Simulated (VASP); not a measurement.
A run of VASP 6.6.1:

Contents of INCAR:

```
SYSTEM = Si16Ge
PREC = Accurate ; ENCUT = 520
EDIFF = 1E-6 ; ISMEAR = -1
SIGMA = 0.05 ; LREAL = Auto
LASPH = .True. ; NELM = 80
ALGO = Normal ; ISIF = 2
LWAVE = .False. ; LCHARG = .True.
GGA = PS ; LELF = .True.
LVHAR = .True. ; NBANDS = 53
```

File KPOINTS:

```
regular mesh
0
Gamma
  2 2 2
  0 0 0
```

File POSCAR:

```
Si16Ge
1.0
    0.0000000000      5.4300000000      5.4300000000
    5.4300000000      0.0000000000      5.4300000000
    5.4300000000      5.4300000000      0.0000000000
Si Ge
16 1
Direct
    0.0128470534      0.0135872007     -0.0401021179
    0.1202904236      0.1211353591      0.1152139963
    0.0014679558      0.0023325967      0.4868779006
    0.1368987109      0.1380246777      0.5868248619
   -0.0411740331      0.5185528545      0.0038344383
    0.1202853591      0.6432918048      0.1151560773
    0.0015487109      0.5090912523      0.4867883057
    0.1075251381      0.6313975138      0.6294334254
    0.5178385820     -0.0408652855      0.0038045120
    0.6427018416      0.1210324125      0.1151068140
    0.5079415285      0.0026527624      0.4865980663
    0.6305207182      0.1082649171      0.6293302947
    0.5179709945      0.5191315838      0.0037133517
    0.6022443831      0.6028655617      0.1919134438
    0.4769439227      0.4776472376      0.5676034070
    0.6306022099      0.6317208103      0.6292480663
    0.3370765193      0.3375831492      0.9877286372
```

Potentials or basis: VASP PAW PBE potentials, release 64 (Si, Ge_d).

Run with:

```sh
$ cat potpaw_PBE.64/Si/POTCAR potpaw_PBE.64/Ge_d/POTCAR > POTCAR
$ mpirun -np 1 vasp_std > vasp.out
```

Hardware: 1 thread of Intel Xeon 8259CL (shared host).

Task: Estimate the wall time of this run.

Result: It took 8.2 min on 1 thread of Intel Xeon 8259CL, on a shared host, peak memory 0.5 GiB. Counts: scf iterations 12, k points 8.
